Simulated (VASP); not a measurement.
# MgTe (so) (P6_3mc) in VASP: single point with PBEsol

Aim: the single point of MgTe (so) with PBEsol.

Program: VASP 6.6.1. These are calculated values, not measurements. Logs are shortened: lines on timing, memory, paths and dates and some standing lists are left out, and cuts for length are marked.

### 1 The cell of the first run

Symmetry: P6_3mc, No. 186, hexagonal system. The conventional cell has a = 4.562 Å, b = 4.562 Å, c = 7.409 Å, α = 90.00°, β = 90.00°, γ = 120.00°. Within 3.7 Å of Mg (site symmetry 3m) lie 4 Te at 2.79 Å. Te (site symmetry 3m) has 4 Mg at 2.79 Å within 3.7 Å.

### 2 Single point, PBEsol, non-collinear spin, zero start, spin-orbit coupling

Contents of INCAR:

```
SYSTEM = MgTe
PREC     = Accurate       ! precision mode
ENCUT    = 600            ! plane-wave cutoff, eV
EDIFF    = 1E-6           ! SCF threshold, eV
ISMEAR   = 0              ! smearing method
SIGMA    = 0.02           ! smearing width, eV
LREAL    = .False.        ! projectors in reciprocal space
LASPH    = .True.         ! aspherical terms in the spheres
NELM     = 200            ! most SCF steps
ALGO     = Normal         ! electronic algorithm
ISIF     = 2              ! what is computed and relaxed
LWAVE    = .False.        ! write WAVECAR
LCHARG   = .True.         ! write CHGCAR
LNONCOLLINEAR= .True.         ! non-collinear magnetism
MAGMOM   = 0 0 0 0 0 0 0 0 0 0 0 0 ! initial moments
LORBIT   = 11             ! projections on sites
LSORBIT  = .True.         ! spin-orbit coupling
GGA_COMPAT= .False.      
LORBMOM  = .True.       
GGA      = PS             ! functional
LVHAR    = .True.       
NBANDS   = 30             ! bands
```

Contents of KPOINTS:

```
Automatic mesh
0
Gamma
  9 9 4
  0 0 0
```

Contents of POSCAR:

```
MgTe
1.0
    4.5617935129      0.0000000000      0.0000000000
   -2.2808967565      3.9506290690      0.0000000000
    0.0000000000      0.0000000000      7.4093508375
Mg Te
2 2
Direct
    0.3333333333      0.6666666667      0.9965420005
    0.6666666667      0.3333333333      0.4965420005
    0.3333333333      0.6666666667      0.3734579995
    0.6666666667      0.3333333333      0.8734579995
```

Potentials or basis: VASP PAW PBE potentials, release 64 (Mg, Te).

Run with:

```console
cat potpaw_PBE.64/Mg/POTCAR potpaw_PBE.64/Te/POTCAR > POTCAR
mpirun -np 1 vasp_ncl > vasp.out
```

OUTCAR:

```text
SYSTEM = MgTe
   PREC = Accurate
   ENCUT = 600
   EDIFF = 1E-6
   ISMEAR = 0
   LREAL = .False.
   LASPH = .True.
   NELM = 200
   ISIF = 2
   LNONCOLLINEAR = .True.
   LORBIT = 11
   LSORBIT = .True.
   GGA = PS

 ion  position               nearest neighbor table
   1  0.333  0.667  0.997-   4 2.79   4 2.79   4 2.79   3 2.79
   2  0.667  0.333  0.497-   3 2.79   3 2.79   3 2.79   4 2.79
   3  0.333  0.667  0.373-   2 2.79   2 2.79   2 2.79   1 2.79
   4  0.667  0.333  0.873-   1 2.79   1 2.79   1 2.79   2 2.79

  LATTYP: Found a hexagonal cell.
 ALAT       =     4.5617935129
 C/A-ratio  =     1.6242188114

  Lattice vectors:

 A1 = (   4.5617935129,   0.0000000000,   0.0000000000)
 A2 = (  -2.2808967565,   3.9506290690,   0.0000000000)
 A3 = (   0.0000000000,   0.0000000000,   7.4093508375)

Analysis of symmetry for initial positions (statically):
=====================================================================
 Subroutine PRICEL returns:
 Original cell was already a primitive cell.

 Routine SETGRP: Setting up the symmetry group for a
 hexagonal supercell.

 Subroutine GETGRP returns: Found 12 space group operations
 (whereof  6 operations were pure point group operations)
 out of a pool of 24 trial point group operations.

The static configuration has the point symmetry C_3v.
 The point group associated with its full space group is C_6v.

Analysis of symmetry for dynamics (positions and initial velocities):
=====================================================================
 Subroutine PRICEL returns:
 Original cell was already a primitive cell.

 Routine SETGRP: Setting up the symmetry group for a
 hexagonal supercell.

 Subroutine GETGRP returns: Found 12 space group operations
 (whereof  6 operations were pure point group operations)
 out of a pool of 24 trial point group operations.

The dynamic configuration has the point symmetry C_3v.
 The point group associated with its full space group is C_6v.

Analysis of structural, dynamic, and magnetic symmetry:
=====================================================================
 Subroutine PRICEL returns:
 Original cell was already a primitive cell.

 Routine SETGRP: Setting up the symmetry group for a
 hexagonal supercell.

 Subroutine GETGRP returns: Found 12 space group operations
 (whereof  6 operations were pure point group operations)
 out of a pool of 24 trial point group operations.

The overall configuration has the point symmetry C_3v.
 The point group associated with its full space group is C_6v.

 Subroutine INISYM returns: Found 12 space group operations
 (whereof  6 operations are pure point group operations),
 and found     1 'primitive' translations

----------------------------------------------------------------------------------------

                                     Primitive cell

  volume of cell :     133.5310

  direct lattice vectors                    reciprocal lattice vectors
     4.561793513  0.000000000  0.000000000     0.219212026  0.126562122  0.000000000
    -2.280896756  3.950629069  0.000000000     0.000000000  0.253124245  0.000000000
     0.000000000  0.000000000  7.409350837     0.000000000  0.000000000  0.134964590

  length of vectors
     4.561793513  4.561793513  7.409350837     0.253124245  0.253124245  0.134964590

  position of ions in fractional coordinates (direct lattice)
     0.333333333  0.666666667  0.996542000
     0.666666667  0.333333333  0.496542000
     0.333333333  0.666666667  0.373457999
     0.666666667  0.333333333  0.873457999

  ion indices of the primitive-cell ions
   primitive index   ion index
                 1           1
                 2           2
                 3           3
                 4           4

----------------------------------------------------------------------------------------

 KPOINTS: Automatic mesh

Automatic generation of k-mesh.
 Grid dimensions read from file:
[... 113 lines left out ...]
  ---------------------------------------------------
  free energy    TOTEN  =       -13.97142368 eV

  energy without entropy =      -13.97142368  energy(sigma->0) =      -13.97142368

 E-fermi :   2.2544     XC(G=0):  -8.0347

 val. band max:        2.1522322532   @ k =   0.0000   0.0000   0.0000
 cond. band min:       4.2815679445   @ k =   0.0000   0.0000   0.0000
 fundamental gap:      2.1293356913
 Fermi energy:         2.2543737250

 k-point     1 :       0.0000    0.0000    0.0000
  band No.  band energies     occupation
      1      -8.3923      1.00000
      2      -8.3923      1.00000
      3      -7.7710      1.00000
      4      -7.7710      1.00000
      5      -1.4518      1.00000
      6      -1.4518      1.00000
[... 733 lines left out ...]
     27       7.8300      0.00000
     28       7.8503      0.00000

 [... further k-points ...]

 [bands above 28 left out]

------------------------ aborting loop because EDIFF is reached ----------------------------------------

  FORCE on cell =-STRESS in cart. coord.  units (eV):
  Direction    XX          YY          ZZ          XY          YZ          ZX
  --------------------------------------------------------------------------------------
  -------------------------------------------------------------------------------------
  Total        0.0545604      0.0545604      0.0711650     -0.0000000      0.0000000      0.0000000
  in kB        0.6546448      0.6546448      0.8538762     -0.0000000      0.0000000      0.0000000
  external PRESSURE =       0.7210553 kB  Pullay stress =       0.0000000 kB

 VOLUME and BASIS-vectors are now :
 -----------------------------------------------------------------------------
  energy-cutoff  :      600.00
  volume of cell :      133.53
      direct lattice vectors                 reciprocal lattice vectors
     4.561793513  0.000000000  0.000000000     0.219212026  0.126562122  0.000000000
    -2.280896756  3.950629069  0.000000000     0.000000000  0.253124245  0.000000000
     0.000000000  0.000000000  7.409350837     0.000000000  0.000000000  0.134964590

 POSITION                                       TOTAL-FORCE (eV/Angst)
 -----------------------------------------------------------------------------------
     -0.00000      2.63375      7.38373        -0.000000      0.000000      0.000290
      2.28090      1.31688      3.67905         0.000000     -0.000000      0.000290
     -0.00000      2.63375      2.76708         0.000000      0.000000     -0.000290
      2.28090      1.31688      6.47176        -0.000000      0.000000     -0.000290
 -----------------------------------------------------------------------------------
    total drift:                               -0.000000      0.000000     -0.000683

  FREE ENERGIE OF THE ION-ELECTRON SYSTEM (eV)
  ---------------------------------------------------
  free  energy   TOTEN  =       -13.9714236755 eV

  energy  without entropy=      -13.9714236755  energy(sigma->0) =      -13.97142368

 orbital moment (x)

 # of ion     p       d       tot
 ----------------------------------------
  1        -0.000  -0.000  -0.000
  2         0.000   0.000   0.000
  3         0.000  -0.000   0.000
  4        -0.000   0.000  -0.000
 ----------------------------------------
            0.000  -0.000  -0.000

 orbital moment (y)

 # of ion     p       d       tot
 ----------------------------------------
  1         0.000   0.000   0.000
  2        -0.000  -0.000  -0.000
  3        -0.000  -0.000  -0.000
  4        -0.000   0.000  -0.000
 ----------------------------------------
           -0.000   0.000  -0.000

 orbital moment (z)

 # of ion     p       d       tot
 ----------------------------------------
  1         0.000   0.000   0.000
  2        -0.000  -0.000  -0.000
  3         0.000   0.000   0.000
  4         0.000   0.000   0.000
 ----------------------------------------
           -0.000   0.000  -0.000

 Spin-Orbit-Coupling matrix elements

 Ion:    1  E_soc:     -0.0001634
 l=   1
     0.0000000    -0.0000266    -0.0000283
    -0.0000266     0.0000000    -0.0000266
    -0.0000283    -0.0000266     0.0000000
 l=   2
     0.0000000    -0.0000000     0.0000000    -0.0000000    -0.0000001
    -0.0000000     0.0000000    -0.0000001     0.0000000    -0.0000000
     0.0000000    -0.0000001     0.0000000    -0.0000001     0.0000000
    -0.0000000     0.0000000    -0.0000001     0.0000000    -0.0000000
    -0.0000001    -0.0000000     0.0000000    -0.0000000     0.0000000
 l=   3
     0.0000000     0.0000000     0.0000000     0.0000000     0.0000000     0.0000000     0.0000000
     0.0000000     0.0000000     0.0000000     0.0000000     0.0000000     0.0000000     0.0000000
     0.0000000     0.0000000     0.0000000     0.0000000     0.0000000     0.0000000     0.0000000
     0.0000000     0.0000000     0.0000000     0.0000000     0.0000000     0.0000000     0.0000000
[... 49 lines left out ...]
 l=   2
     0.0000000    -0.0000061     0.0000000    -0.0000061    -0.0000407
    -0.0000061     0.0000000    -0.0000322    -0.0000019    -0.0000061
     0.0000000    -0.0000322     0.0000000    -0.0000322     0.0000000
    -0.0000061    -0.0000019    -0.0000322     0.0000000    -0.0000061
    -0.0000407    -0.0000061     0.0000000    -0.0000061     0.0000000
 l=   3
     0.0000000     0.0000000     0.0000000     0.0000000     0.0000000     0.0000000     0.0000000
     0.0000000     0.0000000     0.0000000     0.0000000     0.0000000     0.0000000     0.0000000
     0.0000000     0.0000000     0.0000000     0.0000000     0.0000000     0.0000000     0.0000000
     0.0000000     0.0000000     0.0000000     0.0000000     0.0000000     0.0000000     0.0000000
     0.0000000     0.0000000     0.0000000     0.0000000     0.0000000     0.0000000     0.0000000
     0.0000000     0.0000000     0.0000000     0.0000000     0.0000000     0.0000000     0.0000000
     0.0000000     0.0000000     0.0000000     0.0000000     0.0000000     0.0000000     0.0000000

 total charge

# of ion       s       p       d       tot
------------------------------------------
    1        0.174   0.129   0.024   0.326
    2        0.174   0.129   0.024   0.326
    3        1.338   2.150   0.010   3.498
    4        1.338   2.150   0.010   3.498
--------------------------------------------------
tot          3.024   4.557   0.068   7.648

 magnetization (x)

# of ion       s       p       d       tot
------------------------------------------
    1        0.000  -0.000   0.000   0.000
    2        0.000  -0.000   0.000   0.000
    3        0.000   0.000  -0.000  -0.000
    4       -0.000   0.000  -0.000   0.000
--------------------------------------------------
tot          0.000  -0.000  -0.000   0.000

 magnetization (y)

# of ion       s       p       d       tot
------------------------------------------
    1        0.000   0.000   0.000   0.000
    2        0.000   0.000   0.000   0.000
    3        0.000   0.000   0.000   0.000
    4        0.000   0.000   0.000   0.000
--------------------------------------------------
tot          0.000   0.000   0.000   0.000

 magnetization (z)

# of ion       s       p       d       tot
------------------------------------------
    1       -0.000  -0.000   0.000  -0.000
    2        0.000  -0.000  -0.000  -0.000
    3       -0.000  -0.000   0.000  -0.000
    4        0.000   0.000   0.000   0.000
--------------------------------------------------
tot         -0.000  -0.000   0.000  -0.000
```

Wall time 8.3 min (1 thread of Intel Xeon 6975P-C (Granite Rapids), shared host); peak memory 0.77 GiB.

Results:

```
Free energy                                           : -13.9714 eV
Pressure                                              : 0.1 GPa
Net moment                                            : 0.00 μB per cell
Valence electrons inside the program's atomic spheres : Mg 0.33; Te 3.50
```

Moments on the atoms (μB; x, y, z):
```
Mg  0.00 0.00 0.00
Mg  0.00 0.00 0.00
Te  0.00 0.00 0.00
Te  0.00 0.00 0.00
```

Caveat: the PAW data sets were made with another functional, which shifts forces and pressure a little.
